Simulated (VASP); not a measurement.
Ga:

```
Ga
1.0
    -1.74345    1.74345    3.00351
     1.74345   -1.74345    3.00351
     1.74345    1.74345   -3.00351
Ga
2
Direct
  0.29191 0.29191 0.00000
  0.70809 0.70809 0.00000
```

The cell was generated, and may not be a known phase.

```yaml
Program: VASP 6.6.1
Task: relaxation of cell and atoms
Functional: PBE
Potentials_or_basis: VASP PAW PBE potentials, release 64 (Ga_d)
Cutoff: 600 eV
k_mesh: 8 × 8 × 8
Occupations: gaussian, width 0.1 eV
Spin: no spin polarisation
```

At the start: pressure 11.3 GPa; volume 18.26 Å³/atom.

Problem. Where does the relaxation end?

Solution. Over 22 steps the energy falls by 185.5 meV/atom and the volume is 20.09 Å³/atom (+10.0 %); space group I4/mmm (No. 139, to 0.1 Å) before, Pm-3m (No. 221, to 0.1 Å).

Step by step:
| step | energy change (eV) | largest force (eV/Å) | pressure (GPa) | volume (Å³) |
| --- | --- | --- | --- | --- |
| 1 | 0.0000 | 0.1022 | 11.34 | 36.52 |
| 2 | -0.2082 | 0.2566 | -0.97 | 43.75 |
| 3 | -0.2123 | 0.2469 | 0.06 | 42.68 |
| 4 | -0.2122 | 0.2467 | -0.33 | 42.80 |
| 5 | -0.2171 | 0.1765 | -0.26 | 42.89 |
| 6 | -0.2215 | 0.0879 | -0.50 | 43.04 |
| 7 | -0.2214 | 0.0082 | -0.91 | 43.34 |
| 8 | -0.2242 | 0.0022 | -0.90 | 43.26 |
| 9 | -0.2345 | 0.0081 | -0.84 | 43.01 |
| 10 | -0.2576 | 0.0337 | -0.70 | 42.52 |
| 11 | -0.3141 | 0.0743 | -0.65 | 41.51 |
| 12 | -0.2936 | 0.7947 | 2.04 | 39.36 |
| 13 | -0.3388 | 0.0320 | -0.58 | 40.99 |
| 14 | -0.3579 | 0.1920 | 0.29 | 40.09 |
| 15 | -0.3570 | 0.0807 | -0.09 | 40.36 |
| 16 | -0.3585 | 0.1308 | 0.13 | 40.22 |
| 17 | -0.3667 | 0.1438 | -0.28 | 40.35 |
| 18 | -0.3667 | 0.1445 | -0.14 | 40.35 |
| 19 | -0.3694 | 0.0873 | -0.05 | 40.24 |
| 20 | -0.3708 | 0.0053 | 0.14 | 40.09 |
| 21 | -0.3709 | 0.0008 | -0.14 | 40.26 |
| 22 | -0.3710 | 0.0026 | 0.01 | 40.18 |

Final structure:
```xyz
2
Lattice="-1.9222 1.9222 2.7184 1.9222 -1.9222 2.7184 1.9222 1.9222 -2.7184" Properties=species:S:1:pos:R:3 pbc="T T T"
Ga    0.0000    0.0000    1.3587
Ga    0.0000    0.0000    4.0781
```
